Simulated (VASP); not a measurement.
# RuAu (Pm-3m) in VASP: notebook

Runs on RuAu. Level: PBEsol. Tasks: single point, relaxation of cell and atoms.

Everything below comes from runs of VASP 6.6.1. Logs are shortened: lines on timing, memory, paths and dates and some standing lists are left out, and cuts for length are marked.

### Step 1. The cell of the first run

Symmetry: Pm-3m, No. 221, cubic system. Conventional cell: a = 3.122 Å, b = 3.122 Å, c = 3.122 Å, α = 90.00°, β = 90.00°, γ = 90.00°. Ru (site symmetry m-3m) has 8 Au at 2.70 Å and 6 Ru at 3.12 Å within 3.6 Å. Au (site symmetry m-3m) has 8 Ru at 2.70 Å and 6 Au at 3.12 Å within 3.6 Å.

### Step 2. Single point, PBEsol

INCAR reads:

```
PREC = Accurate ; ENCUT = 500
EDIFF = 1E-6 ; ISMEAR = -1
SIGMA = 0.05 ; LREAL = F
LASPH = T ; NELM = 120
ALGO = Normal ; ISIF = 2
LWAVE = F ; LCHARG = T
GGA = PS ; LELF = T
LVHAR = T ; NBANDS = 20
GGA_COMPAT = F
```

KPOINTS reads:

```
Automatic mesh
0
Gamma
  8 8 8
```

POSCAR reads:

```
RuAu
1.0
    3.1220755488      0.0000000000      0.0000000000
    0.0000000000      3.1220755488      0.0000000000
    0.0000000000      0.0000000000      3.1220755488
Ru Au
1 1
Direct
    0.0000000000      0.0000000000      0.0000000000
    0.5000000000      0.5000000000      0.5000000000
```

Potentials or basis: VASP PAW PBE potentials, release 64 (Ru_pv, Au).

The run is started by

```console
> cat potpaw_PBE.64/Ru_pv/POTCAR potpaw_PBE.64/Au/POTCAR > POTCAR
> mpirun -np 1 vasp_std > vasp.out
```

OUTCAR:

```text
PREC = Accurate
   ENCUT = 500
   EDIFF = 1E-6
   ISMEAR = -1
   LREAL = F
   LASPH = T
   NELM = 120
   ISIF = 2
   GGA = PS

 ion  position               nearest neighbor table
   1  0.000  0.000  0.000-   2 2.70   2 2.70   2 2.70   2 2.70   2 2.70   2 2.70   2 2.70   2 2.70

   2  0.500  0.500  0.500-   1 2.70   1 2.70   1 2.70   1 2.70   1 2.70   1 2.70   1 2.70   1 2.70

  LATTYP: Found a simple cubic cell.
 ALAT       =     3.1220755488

  Lattice vectors:

 A1 = (   3.1220755488,   0.0000000000,   0.0000000000)
 A2 = (   0.0000000000,   3.1220755488,   0.0000000000)
 A3 = (   0.0000000000,   0.0000000000,   3.1220755488)

Analysis of symmetry for initial positions (statically):
=====================================================================
 Subroutine PRICEL returns:
 Original cell was already a primitive cell.

 Routine SETGRP: Setting up the symmetry group for a
 simple cubic supercell.

 Subroutine GETGRP returns: Found 48 space group operations
 (whereof 48 operations were pure point group operations)
 out of a pool of 48 trial point group operations.

The static configuration has the point symmetry O_h .

Analysis of symmetry for dynamics (positions and initial velocities):
=====================================================================
 Subroutine PRICEL returns:
 Original cell was already a primitive cell.

 Routine SETGRP: Setting up the symmetry group for a
 simple cubic supercell.

 Subroutine GETGRP returns: Found 48 space group operations
 (whereof 48 operations were pure point group operations)
 out of a pool of 48 trial point group operations.

The dynamic configuration has the point symmetry O_h .

 Subroutine INISYM returns: Found 48 space group operations
 (whereof 48 operations are pure point group operations),
 and found     1 'primitive' translations

----------------------------------------------------------------------------------------

                                     Primitive cell

  volume of cell :      30.4320

  direct lattice vectors                    reciprocal lattice vectors
     3.122075549  0.000000000  0.000000000     0.320299744  0.000000000  0.000000000
     0.000000000  3.122075549  0.000000000     0.000000000  0.320299744  0.000000000
     0.000000000  0.000000000  3.122075549     0.000000000  0.000000000  0.320299744

  length of vectors
     3.122075549  3.122075549  3.122075549     0.320299744  0.320299744  0.320299744

  position of ions in fractional coordinates (direct lattice)
     0.000000000  0.000000000  0.000000000
     0.500000000  0.500000000  0.500000000

  ion indices of the primitive-cell ions
   primitive index   ion index
                 1           1
                 2           2

----------------------------------------------------------------------------------------

 KPOINTS: Automatic mesh

Automatic generation of k-mesh.
 Grid dimensions read from file:
 generate k-points for:    8    8    8

 Generating k-lattice:

  Cartesian coordinates                     Fractional coordinates (reciprocal lattice)
     0.040037468  0.000000000  0.000000000     0.125000000  0.000000000  0.000000000
     0.000000000  0.040037468  0.000000000     0.000000000  0.125000000  0.000000000
     0.000000000  0.000000000  0.040037468     0.000000000  0.000000000  0.125000000

  Length of vectors
     0.040037468  0.040037468  0.040037468

  Shift w.r.t. Gamma in fractional coordinates (k-lattice)
     0.000000000  0.000000000  0.000000000

 Subroutine IBZKPT returns following result:
 ===========================================

 Found     35 irreducible k-points:

 Following reciprocal coordinates:
            Coordinates               Weight
  0.000000  0.000000  0.000000      1.000000
  0.125000  0.000000  0.000000      6.000000
  0.250000  0.000000  0.000000      6.000000
  0.375000  0.000000  0.000000      6.000000
  0.500000  0.000000  0.000000      3.000000
  0.125000  0.125000  0.000000     12.000000
[... 16 lines left out ...]
  0.375000  0.375000  0.125000     24.000000
  0.500000  0.375000  0.125000     24.000000
 [... further k-points ...]
   k-points           NKPTS =     35   k-points in BZ     NKDIM =     35   number of bands    NBANDS=     20
   number of dos      NEDOS =    301   number of ions     NIONS =      2
   total plane-waves  NPLWV =  13824
   dimension x,y,z NGX =    24 NGY =   24 NGZ =   24
   dimension x,y,z NGXF=    48 NGYF=   48 NGZF=   48
   ions per type =               1   1
   NGX,Y,Z   is equivalent  to a cutoff of  12.78, 12.78, 12.78 a.u.
   NGXF,Y,Z  is equivalent  to a cutoff of  25.56, 25.56, 25.56 a.u.
 SYSTEM =  unknown system
   PREC   = accura    normal or accurate (medium, high low for compatibility)
   ISTART =      0    job   : 0-new  1-cont  2-samecut
   ICHARG =      2    charge: 1-file 2-atom 10-const
   ISPIN  =      1    spin polarized calculation?
   LNONCOLLINEAR =      F non collinear calculations
   LSORBIT =      F    spin-orbit coupling
   LASPH  =      T    aspherical Exc in radial PAW
   ENCUT  =  500.0 eV  36.75 Ry    6.06 a.u.   5.69  5.69  5.69*2*pi/ulx,y,z
   NELM   =    120;   NELMIN=  2; NELMDL= -5     # of ELM steps
   EDIFF  = 0.1E-05   stopping-criterion for ELM
   LREAL  =      F    real-space projection
   EDIFFG = 0.1E-04   stopping-criterion for IOM
   NSW    =      0    number of steps for IOM
   IBRION =     -1    ionic relax: 0-MD 1-quasi-New 2-CG
   NFREE  =      0    steps in history (QN), initial steepest desc. (CG)
   ISIF   =      2    stress and relaxation
   ISYM   =      2    0-nonsym 1-usesym 2-fastsym
   POTIM  = 0.5000    time-step for ionic-motion
   TEBEG  =    0.0;   TEEND  =   0.0 temperature during run
   PSTRESS=    0.0 pullay stress
   NELECT =      25.0000    total number of electrons
   NUPDOWN=      -1.0000    fix difference up-down
   EMIN   =  10.00;   EMAX   =-10.00  energy-range for DOS
   EFERMI =   0.00;   METHOD = LEGACY
   ISMEAR =    -1;   SIGMA  =   0.05  broadening in eV -4-tet -1-fermi 0-gaus
   EFERMI_NEDOS =   21; number of points for ismear=-14 and -15
   IALGO  =     38    algorithm
   IMIX   =      4    mixing-type and parameters
     AMIX     =   0.40;   BMIX     =  1.00
     AMIX_MAG =   1.60;   BMIX_MAG =  1.00
  volume/ion in A,a.u.               =      15.22       102.68
  Fermi-wavevector in a.u.,A,eV,Ry     =   1.533245  2.897412 31.985104  2.350839
  Thomas-Fermi vector in A             =   2.640338
   LORBIT       =      0    0 simple, 1 ext, 2 COOP (PROOUT), +10 PAW based schemes
   GGA     = PS    functional components
   LHFCALC =     F    Hartree Fock is set to
   AEXX    =    0.0000 exact exchange contribution
   IVDW    =     0    specifies the selected vdW correction
   LEPSILON=     F    determine dielectric tensor
   LRPA    =     F    only Hartree local field effects (RPA)
 non-spin polarized calculation
  energy-cutoff  :      500.00
  volume of cell :       30.43
 maximum number of plane-waves:       804
 NGX is ok and might be reduce to    24
   NGX = 11   NGY = 11   NGZ = 11

 number of electron      24.9999993 magnetization

 Free energy of the ion-electron system (eV)
  ---------------------------------------------------
  ext. energy  EPLUGINS =         0.00000000
  ---------------------------------------------------
  free energy    TOTEN  =       -12.88190664 eV

  energy without entropy =      -12.85739447  energy(sigma->0) =      -12.86965055

 E-fermi :  10.9180     XC(G=0): -13.5745

 val. band max:       10.9048431710   @ k =   0.3750   0.1250   0.0000
 cond. band min:      10.9745945688   @ k =   0.3750   0.1250   0.1250
 fundamental gap:      0.0697513979
 Fermi energy:        10.9179850676

 k-point     1 :       0.0000    0.0000    0.0000
  band No.  band energies     occupation
      1     -31.5951      2.00000
      2     -31.5951      2.00000
      3     -31.5951      2.00000
      4       1.5595      2.00000
      5       3.9991      2.00000
      6       3.9991      2.00000
[... 12 lines left out ...]
     19      25.7829      0.00000
     20      27.8187      0.00000

 k-point     2 :       0.1250    0.0000    0.0000
  band No.  band energies     occupation
      1     -31.6142      2.00000
      2     -31.5940      2.00000
      3     -31.5940      2.00000
      4       1.8736      2.00000
      5       4.1287      2.00000
      6       4.2097      2.00000
[... 12 lines left out ...]
     19      26.6196      0.00000
     20      27.7418      0.00000

 k-point     3 :       0.2500    0.0000    0.0000
  band No.  band energies     occupation
      1     -31.6601      2.00000
      2     -31.5916      2.00000
      3     -31.5916      2.00000
      4       2.7377      2.00000
      5       4.4898      2.00000
      6       4.7719      2.00000
[... 12 lines left out ...]
     19      26.3732      0.00000
     20      27.6360      0.00000

 k-point     4 :       0.3750    0.0000    0.0000
  band No.  band energies     occupation
      1     -31.7057      2.00000
      2     -31.5892      2.00000
      3     -31.5892      2.00000
      4       3.8166      2.00000
      5       4.9667      2.00000
      6       5.5335      2.00000
[... 12 lines left out ...]
     19      25.6248      0.00000
     20      27.5056      0.00000

 k-point     5 :       0.5000    0.0000    0.0000
  band No.  band energies     occupation
      1     -31.7245      2.00000
      2     -31.5882      2.00000
      3     -31.5882      2.00000
      4       4.3362      2.00000
      5       5.2330      2.00000
      6       6.0921      2.00000
[... 12 lines left out ...]
     19      26.7277      0.00000
     20      26.7277      0.00000
[... 353 lines left out ...]
      6       5.5839      2.00000
[... 12 lines left out ...]
     19      23.3125      0.00000
     20      25.5181      0.00000

 k-point    22 :       0.5000    0.2500    0.1250
  band No.  band energies     occupation
      1     -31.7127      2.00000
      2     -31.6454      2.00000
      3     -31.5997      2.00000
      4       4.4566      2.00000
      5       4.6440      2.00000
      6       5.5799      2.00000
[... 12 lines left out ...]
     19      23.7148      0.00000
     20      24.6831      0.00000

 k-point    23 :       0.3750    0.3750    0.1250
  band No.  band energies     occupation
      1     -31.6904      2.00000
      2     -31.6879      2.00000
      3     -31.5974      2.00000
      4       4.1846      2.00000
      5       4.4388      2.00000
      6       5.3211      2.00000
[... 12 lines left out ...]
     19      23.1062      0.00000
     20      24.7439      0.00000

 k-point    24 :       0.5000    0.3750    0.1250
  band No.  band energies     occupation
      1     -31.7064      2.00000
      2     -31.6867      2.00000
      3     -31.5958      2.00000
      4       4.1879      2.00000
      5       4.2224      2.00000
      6       5.2892      2.00000
[... 12 lines left out ...]
     19      23.6837      0.00000
     20      24.1954      0.00000

 [... further k-points ...]

------------------------ aborting loop because EDIFF is reached ----------------------------------------

  FORCE on cell =-STRESS in cart. coord.  units (eV):
  Direction    XX          YY          ZZ          XY          YZ          ZX
  --------------------------------------------------------------------------------------
  -------------------------------------------------------------------------------------
  Total       -0.0537330     -0.0537330     -0.0537330      0.0000000      0.0000000     -0.0000000
  in kB       -2.8289243     -2.8289243     -2.8289243      0.0000000      0.0000000     -0.0000000
  external PRESSURE =      -2.8289243 kB  Pullay stress =       0.0000000 kB

 VOLUME and BASIS-vectors are now :
 -----------------------------------------------------------------------------
  energy-cutoff  :      500.00
  volume of cell :       30.43
      direct lattice vectors                 reciprocal lattice vectors
     3.122075549  0.000000000  0.000000000     0.320299744  0.000000000  0.000000000
     0.000000000  3.122075549  0.000000000     0.000000000  0.320299744  0.000000000
     0.000000000  0.000000000  3.122075549     0.000000000  0.000000000  0.320299744

 POSITION                                       TOTAL-FORCE (eV/Angst)
 -----------------------------------------------------------------------------------
      0.00000      0.00000      0.00000         0.000000      0.000000      0.000000
      1.56104      1.56104      1.56104         0.000000      0.000000      0.000000
 -----------------------------------------------------------------------------------
    total drift:                                0.000000      0.000000     -0.000000

  FREE ENERGIE OF THE ION-ELECTRON SYSTEM (eV)
  ---------------------------------------------------
  free  energy   TOTEN  =       -12.8819066370 eV

  energy  without entropy=      -12.8573944725  energy(sigma->0) =      -12.86965055
```

Run time: 6.5 s. Hardware: 1 thread of Intel Xeon 6975P-C (Granite Rapids), shared host; peak memory 0.15 GiB.

Results:

```
Free energy            : -12.8819 eV
Pressure               : -0.3 GPa
Band gap on the k mesh : zero (an odd number of electrons rules out a gap without spin polarisation)
```

Levels at points of the mesh, in eV from the Fermi level:
```
           k point  band 9  band 10  band 11  band 12  band 13  band 14  band 15  band 16
(0.00, 0.00, 0.00)   -4.50    -1.19    -1.19     0.59     0.59     0.59     7.67     7.67
(0.50, 0.00, 0.00)   -3.76    -3.08    -1.84    -1.84    -1.76    -0.55     1.47    11.08
(0.50, 0.50, 0.00)   -2.38    -0.81     0.08     0.08     0.49     0.89     0.89     5.93
(0.50, 0.50, 0.50)   -3.78    -2.77    -2.77     0.56     0.56     3.50     8.82     9.10
```

Caveat: the PAW data sets were made with another functional, which shifts forces and pressure a little; spin-orbit coupling is left out, which moves the levels of the heavy elements.

### Step 3. Relaxation of cell and atoms, PBEsol

This run uses another cell than the first one, of 15.85 Å³/atom.

INCAR reads:

```
ALGO     = Normal         # electronic algorithm
EDIFF    = 1E-7           # SCF threshold, eV
EDIFFG   = -0.01          # ionic threshold
ENCUT    = 500            # plane-wave cutoff, eV
GGA      = PS             # functional
GGA_COMPAT= F            
IBRION   = 2              # ionic algorithm
ISIF     = 3              # what is computed and relaxed
ISMEAR   = -1             # smearing method
LASPH    = T              # aspherical terms in the spheres
LCHARG   = F              # write CHGCAR
LREAL    = F              # projectors in reciprocal space
LWAVE    = F              # write WAVECAR
NELM     = 120            # most SCF steps
NELMIN   = 4            
NSW      = 60             # ionic steps
PREC     = Accurate       # precision mode
SIGMA    = 0.05           # smearing width, eV
```

KPOINTS reads:

```
k-points
0
Gamma
  8 8 8
```

POSCAR reads:

```
RuAu
1.0
    3.1648100000      0.0000000000      0.0000000000
    0.0000000000      3.1648100000      0.0000000000
    0.0000000000      0.0000000000      3.1648100000
Ru Au
1 1
Direct
    0.0000000000      0.0000000000      0.0000000000
    0.5000000000      0.5000000000      0.5000000000
```

Potentials or basis: VASP PAW PBE potentials, release 64 (Ru_pv, Au).

The run is started by

```console
> cat potpaw_PBE.64/Ru_pv/POTCAR potpaw_PBE.64/Au/POTCAR > POTCAR
> mpirun -np 1 vasp_std > vasp.out
```

Run time: 17 s. Hardware: 1 thread of Intel Xeon 6975P-C (Granite Rapids), shared host; peak memory 0.14 GiB.

It converged, with:

```yaml
Free_energy: -12.8829 eV
Relaxed_volume: 15.20 Å³/atom
Relaxed_cell: a = 3.121 Å, b = 3.121 Å, c = 3.121 Å, α = 90.00°, β = 90.00°, γ = 90.00°
Space_group_after_relaxing_to_0.1_Å: Pm-3m (No. 221)
Energy_gained_by_relaxing: 19.3 meV/atom
Ionic_steps: 4
Pressure_after_relaxing: 0.0 GPa
Band_gap_on_the_k_mesh: zero (an odd number of electrons rules out a gap without spin polarisation)
```

Step by step:
```csv
step,energy change (eV),largest force (eV/Å),pressure (GPa),volume (Å³)
1,0.0000,0.0000,-9.08,31.70
2,0.1697,0.0000,27.84,27.75
3,-0.0386,0.0000,-0.29,30.43
4,-0.0387,0.0000,-0.04,30.40
```

Final structure:
```
CELL_PARAMETERS angstrom
3.12097 0.00000 0.00000
0.00000 3.12097 0.00000
0.00000 0.00000 3.12097
ATOMIC_POSITIONS crystal
Ru 0.00000 0.00000 0.00000
Au 0.50000 0.50000 0.50000
```

Levels at points of the mesh, in eV from the Fermi level:
```csv
k point,band 10,band 11,band 12,band 13,band 14,band 15
"(0.00, 0.00, 0.00)",-1.19,-1.19,0.59,0.59,0.59,7.68
"(0.50, 0.00, 0.00)",-3.09,-1.84,-1.84,-1.76,-0.56,1.47
"(0.50, 0.50, 0.00)",-0.81,0.08,0.08,0.49,0.89,0.89
"(0.50, 0.50, 0.50)",-2.77,-2.77,0.56,0.56,3.50,9.11
```

Caveat: the PAW data sets were made with another functional, which shifts forces and pressure a little; spin-orbit coupling is left out, which moves the levels of the heavy elements.

(Part 1 of 2 ends here.)

The gap in the log of VASP goes by the Fermi energy; the results here count the filled bands.